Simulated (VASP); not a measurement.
# BN (P6_3/mmc) in VASP: notebook, part 2 of 2

VASP 6.6.1. The steps go on from the part before.

**3. Single point, LDA**

This run uses another cell than the first one, of the same volume but with other edges.

INCAR

```
PREC = Accurate
ENCUT = 520
EDIFF = 1E-7
ISMEAR = 0
SIGMA = 0.05
LREAL = False
LASPH = True
NELM = 80
ALGO = Normal
ISIF = 2
LWAVE = False
LCHARG = True
GGA = CA
LELF = True
LVHAR = True
NBANDS = 16
```

KPOINTS

```
Automatic mesh
0
Gamma
  12 12 4
```

POSCAR

```
BN
1.0
    2.4883517152      0.0000000000      0.0000000000
   -1.2441758576      2.1549757989      0.0000000000
    0.0000000000      0.0000000000      6.4952714932
B N
2 2
Direct
    0.3333333333      0.6666666667      0.2500000000
    0.6666666667      0.3333333333      0.7500000000
    0.3333333333      0.6666666667      0.7500000000
    0.6666666667      0.3333333333      0.2500000000
```

Potentials or basis: VASP PAW LDA potentials, release 64 (B, N).

On the command line:

```sh
> cat potpaw_LDA.64/B/POTCAR potpaw_LDA.64/N/POTCAR > POTCAR
> mpirun -np 1 vasp_std > vasp.out
```

OUTCAR:

```text
PREC = Accurate
   ENCUT = 520
   EDIFF = 1E-7
   ISMEAR = 0
   LREAL = False
   LASPH = True
   NELM = 80
   ISIF = 2
   GGA = CA

 ion  position               nearest neighbor table
   1  0.333  0.667  0.250-   4 1.44   4 1.44   4 1.44
   2  0.667  0.333  0.750-   3 1.44   3 1.44   3 1.44
   3  0.333  0.667  0.750-   2 1.44   2 1.44   2 1.44
   4  0.667  0.333  0.250-   1 1.44   1 1.44   1 1.44

  LATTYP: Found a hexagonal cell.
 ALAT       =     2.4883517152
 C/A-ratio  =     2.6102706677

  Lattice vectors:

 A1 = (   2.4883517152,   0.0000000000,   0.0000000000)
 A2 = (  -1.2441758576,   2.1549757989,   0.0000000000)
 A3 = (   0.0000000000,   0.0000000000,   6.4952714932)

Analysis of symmetry for initial positions (statically):
=====================================================================
 Subroutine PRICEL returns:
 Original cell was already a primitive cell.

 Routine SETGRP: Setting up the symmetry group for a
 hexagonal supercell.

 Subroutine GETGRP returns: Found 24 space group operations
 (whereof 12 operations were pure point group operations)
 out of a pool of 24 trial point group operations.

The static configuration has the point symmetry D_3d.
 The point group associated with its full space group is D_6h.

Analysis of symmetry for dynamics (positions and initial velocities):
=====================================================================
 Subroutine PRICEL returns:
 Original cell was already a primitive cell.

 Routine SETGRP: Setting up the symmetry group for a
 hexagonal supercell.

 Subroutine GETGRP returns: Found 24 space group operations
 (whereof 12 operations were pure point group operations)
 out of a pool of 24 trial point group operations.

The dynamic configuration has the point symmetry D_3d.
 The point group associated with its full space group is D_6h.

 Subroutine INISYM returns: Found 24 space group operations
 (whereof 12 operations are pure point group operations),
 and found     1 'primitive' translations
[... 121 lines left out ...]
  Fermi-wavevector in a.u.,A,eV,Ry     =   1.263177  2.387059 21.709688  1.595617
  Thomas-Fermi vector in A             =   2.396548
   LORBIT       =      0    0 simple, 1 ext, 2 COOP (PROOUT), +10 PAW based schemes
   GGA     = CA    functional components
   LHFCALC =     F    Hartree Fock is set to
   AEXX    =    0.0000 exact exchange contribution
   IVDW    =     0    specifies the selected vdW correction
   LEPSILON=     F    determine dielectric tensor
   LRPA    =     F    only Hartree local field effects (RPA)
 non-spin polarized calculation
 Gauss-broadening in eV      SIGMA  =   0.05
  energy-cutoff  :      520.00
  volume of cell :       34.83
 maximum number of plane-waves:       961
 NGX is ok and might be reduce to    20

 number of electron      16.0000002 magnetization

 Free energy of the ion-electron system (eV)
  ---------------------------------------------------
  ext. energy  EPLUGINS =         0.00000000
  ---------------------------------------------------
  free energy    TOTEN  =       -38.58037547 eV

  energy without entropy =      -38.58037547  energy(sigma->0) =      -38.58037547

 E-fermi :   2.7336     XC(G=0): -10.6985

 val. band max:        2.4321829381   @ k =   0.3333   0.2500   0.0000
 cond. band min:       6.4858464049   @ k =   0.5000  -0.0000   0.0000
 fundamental gap:      4.0536634667
 Fermi energy:         2.7335570201

 k-point     1 :       0.0000    0.0000    0.0000
  band No.  band energies     occupation
      1     -15.3130      2.00000
      2     -14.9438      2.00000
      3      -4.1127      2.00000
      4      -1.6698      2.00000
      5       1.0935      2.00000
      6       1.0935      2.00000
[... 433 lines left out ...]
      3      -4.4725      2.00000
      4      -4.3989      2.00000
      5      -1.2013      2.00000
      6      -1.1482      2.00000
[... 8 lines left out ...]
     15      19.2427      0.00000
     16      21.0991      0.00000

 [... further k-points ...]

------------------------ aborting loop because EDIFF is reached ----------------------------------------

  FORCE on cell =-STRESS in cart. coord.  units (eV):
  Direction    XX          YY          ZZ          XY          YZ          ZX
  --------------------------------------------------------------------------------------
  -------------------------------------------------------------------------------------
  Total        0.2271393      0.2271393     -0.0392475      0.0000000      0.0000000      0.0000000
  in kB       10.4484391     10.4484391     -1.8053893      0.0000000      0.0000000      0.0000000
  external PRESSURE =       6.3638296 kB  Pullay stress =       0.0000000 kB

 VOLUME and BASIS-vectors are now :
 -----------------------------------------------------------------------------
  energy-cutoff  :      520.00
  volume of cell :       34.83
      direct lattice vectors                 reciprocal lattice vectors
     2.488351715  0.000000000  0.000000000     0.401872450  0.232021167  0.000000000
    -1.244175858  2.154975799  0.000000000     0.000000000  0.464042334  0.000000000
     0.000000000  0.000000000  6.495271493     0.000000000  0.000000000  0.153958153

 POSITION                                       TOTAL-FORCE (eV/Angst)
 -----------------------------------------------------------------------------------
     -0.00000      1.43665      1.62382        -0.000000      0.000000      0.000000
      1.24418      0.71833      4.87145         0.000000     -0.000000      0.000000
     -0.00000      1.43665      4.87145        -0.000000     -0.000000      0.000000
      1.24418      0.71833      1.62382         0.000000      0.000000      0.000000
 -----------------------------------------------------------------------------------
    total drift:                               -0.000000      0.000000      0.000000

  FREE ENERGIE OF THE ION-ELECTRON SYSTEM (eV)
  ---------------------------------------------------
  free  energy   TOTEN  =       -38.5803754729 eV

  energy  without entropy=      -38.5803754729  energy(sigma->0) =      -38.58037547
```

It took 19 s on 1 thread of Intel Xeon Platinum 8488C (Sapphire Rapids), shared host; peak memory 0.14 GiB.

Results:

```
Free energy            : -38.5804 eV
Pressure               : 0.6 GPa
Band gap on the k mesh : 4.05 eV, indirect (least direct gap 4.47 eV)
```

Stress tensor (GPa, compression positive):
```
 1.04  0.00  0.00
 0.00  1.04  0.00
 0.00  0.00 -0.18
```

**4. Single point, LDA (volume 8.916 Å^3 an atom, c/a of the conventional cell 2.3138)**

INCAR

```
SYSTEM = BN
PREC = Accurate ; ENCUT = 520
EDIFF = 1E-7 ; ISMEAR = 0
SIGMA = 0.05 ; LREAL = .FALSE.
LASPH = .TRUE. ; NELM = 60
ALGO = Normal ; ISIF = 2
LWAVE = .FALSE. ; LCHARG = .FALSE.
NBANDS = 16
```

KPOINTS

```
regular mesh
0
G
  12 12 4
  0 0 0
```

POSCAR

```
BN
1.0
    2.6109057873      0.0000000000      0.0000000000
   -1.3054528937      2.2611107387      0.0000000000
    0.0000000000      0.0000000000      6.0411138107
B N
2 2
Direct
    0.3333333333      0.6666666667      0.2500000000
    0.6666666667      0.3333333333      0.7500000000
    0.3333333333      0.6666666667      0.7500000000
    0.6666666667      0.3333333333      0.2500000000
```

On the command line:

```sh
> cat potpaw_LDA.64/B/POTCAR potpaw_LDA.64/N/POTCAR > POTCAR
> mpirun -np 1 vasp_std > vasp.out
```

Wall time 18 s (1 thread of Intel Xeon Platinum 8488C (Sapphire Rapids), shared host); peak memory 0.15 GiB.

It converged, with:

| Quantity | Value |
| --- | --- |
| Free energy | -38.0614 eV |
| Pressure | -30.2 GPa |
| Band gap on the k mesh | 3.74 eV, indirect (least direct gap 3.94 eV) |

Stress tensor (GPa, compression positive):
```
-46.24   0.00   0.00
  0.00 -46.24   0.00
  0.00   0.00   1.99
```

Levels at points of the mesh, in eV from the valence-band top:
```tsv
k point	band 5	band 6	band 7	band 8	band 9	band 10	band 11	band 12
(0.00, 0.00, 0.00)	-1.57	-1.57	-1.46	-1.46	5.50	10.24	10.24	10.31
(0.50, 0.00, 0.00)	-4.10	-3.92	-1.87	-0.19	3.74	5.69	8.40	8.41
(0.00, 0.00, 0.50)	-1.52	-1.52	-1.52	-1.52	8.08	8.08	10.39	10.39
(0.50, 0.00, 0.50)	-4.01	-4.01	-0.92	-0.92	4.22	4.22	8.61	8.61
```

**5. Single point, LDA (volume 8.916 Å^3 an atom, c/a of the conventional cell 2.9448)**

INCAR

```
  ALGO = Normal
  EDIFF = 1E-7
  ENCUT = 520
  ISIF = 2
  ISMEAR = 0
  LASPH = True
  LCHARG = False
  LREAL = False
  LWAVE = False
  NBANDS = 16
  NELM = 60
  PREC = Accurate
  SIGMA = 0.05
```

KPOINTS

```
k-points
0
Gamma
  12 12 4
```

POSCAR

```
BN
1.0
    2.4092463239      0.0000000000      0.0000000000
   -1.2046231620      2.0864685205      0.0000000000
    0.0000000000      0.0000000000      7.0947485747
B N
2 2
Direct
    0.3333333333      0.6666666667      0.2500000000
    0.6666666667      0.3333333333      0.7500000000
    0.3333333333      0.6666666667      0.7500000000
    0.6666666667      0.3333333333      0.2500000000
```

On the command line:

```sh
> cat potpaw_LDA.64/B/POTCAR potpaw_LDA.64/N/POTCAR > POTCAR
> mpirun -np 1 vasp_std > vasp.out
```

Wall time 19 s (1 thread of Intel Xeon Platinum 8488C (Sapphire Rapids), shared host); peak memory 0.14 GiB.

Results (log left out):

* Free energy: -38.2762 eV
* Pressure: 25.9 GPa
* Band gap on the k mesh: 4.36 eV, indirect (least direct gap 4.80 eV)

Stress tensor (GPa, compression positive):
```
39.66  0.00  0.00
 0.00 39.66  0.00
 0.00  0.00 -1.54
```

Levels at points of the mesh, in eV from the valence-band top:
```csv
k point,band 5,band 6,band 7,band 8,band 9,band 10,band 11,band 12
"(0.00, 0.00, 0.00)",-1.20,-1.20,-1.19,-1.19,4.42,9.29,12.44,12.44
"(0.50, 0.00, 0.00)",-4.33,-4.31,-1.40,-0.71,4.36,5.48,10.41,11.26
"(0.00, 0.00, 0.50)",-1.19,-1.19,-1.19,-1.19,6.53,6.53,12.47,12.47
"(0.50, 0.00, 0.50)",-4.32,-4.32,-1.05,-1.05,4.78,4.78,11.03,11.03
```

 A k mesh can miss the band edges.

**6. Overview**

| cell | gap on the mesh (eV) | pressure (GPa) |
| --- | --- | --- |
| a = 2.570, b = 2.570, c = 6.091 Å, angles 90.0, 90.0, 120.0°, 4 atoms | 3.80 | -21.1 |
| a = 2.488, b = 2.488, c = 6.495 Å, angles 90.0, 90.0, 120.0°, 4 atoms | 4.05 | 0.6 |
| a = 2.611, b = 2.611, c = 6.041 Å, angles 90.0, 90.0, 120.0°, 4 atoms | 3.74 | -30.2 |
| a = 2.409, b = 2.409, c = 7.095 Å, angles 90.0, 90.0, 120.0°, 4 atoms | 4.36 | 25.9 |

Alike in all rows: task single point; level LDA; potentials or basis VASP PAW LDA potentials, release 64 (B, N); no spin polarisation; k mesh 12 × 12 × 4; cutoff (eV) 520; smearing gaussian 0.05 eV.

Absolute energies hang on the potentials; compare differences alone.
